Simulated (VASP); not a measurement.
Write the native input for VASP 6.6.1 that does the following.

```yaml
Task: single point
Functional: PBEsol
Potentials_or_basis: VASP PAW PBE potentials, release 64 (Sn_d)
Cutoff: 520 eV
k_mesh: 4 × 4 × 4
Occupations: fermi-dirac, width 0.0816 eV
Spin: no spin polarisation
Dipole_correction: no
Further_INCAR_settings: ALGO = Normal; EDIFF = 1e-06; NBANDS = 66
```

The structure of Sn lies in POSCAR:

```
Sn
1.0
    6.6577725840      0.0000000000      0.0000000000
    0.0000000000      6.6577725840      0.0000000000
    0.0000000000      0.0000000000      6.6577725840
Sn
8
Direct
    0.8750000000      0.3750000000      0.3750000000
    0.3750000000      0.8750000000      0.3750000000
    0.3750000000      0.3750000000      0.8750000000
    0.8750000000      0.8750000000      0.8750000000
    0.1250000000      0.1250000000      0.1250000000
    0.6250000000      0.6250000000      0.1250000000
    0.6250000000      0.1250000000      0.6250000000
    0.1250000000      0.6250000000      0.6250000000
```

This isn't the form of Sn at room conditions, which is tetragonal (white tin).

One way to write it, as run:

INCAR

```
SYSTEM = Sn
PREC = Accurate
ENCUT = 520
EDIFF = 1E-6
ISMEAR = -1
SIGMA = 0.0816
LREAL = .False.
LASPH = .True.
NELM = 60
ALGO = Normal
ISIF = 2
LWAVE = .False.
LCHARG = .False.
GGA = PS
NBANDS = 66
```

KPOINTS

```
regular mesh
0
Gamma
  4 4 4
  0 0 0
```

Potentials or basis: VASP PAW PBE potentials, release 64 (Sn_d).

Launch:

```console
$ cat potpaw_PBE.64/Sn_d/POTCAR > POTCAR
$ mpirun -np 1 vasp_std > vasp.out
```

It gave:

| Item | Value |
| --- | --- |
| Pressure | -2.0 GPa |
| Band gap on the k mesh | zero (bands 56 and 57 overlap by 0.29 eV) |

Caveat: the PAW data sets were made with another functional, which shifts forces and pressure a little; spin-orbit coupling is left out, which moves the levels of the heavy elements.

It took 2.3 min on 1 thread of AMD EPYC 7R43 64-Core Processor (Zen 3) (shared host), peak memory 0.38 GiB.
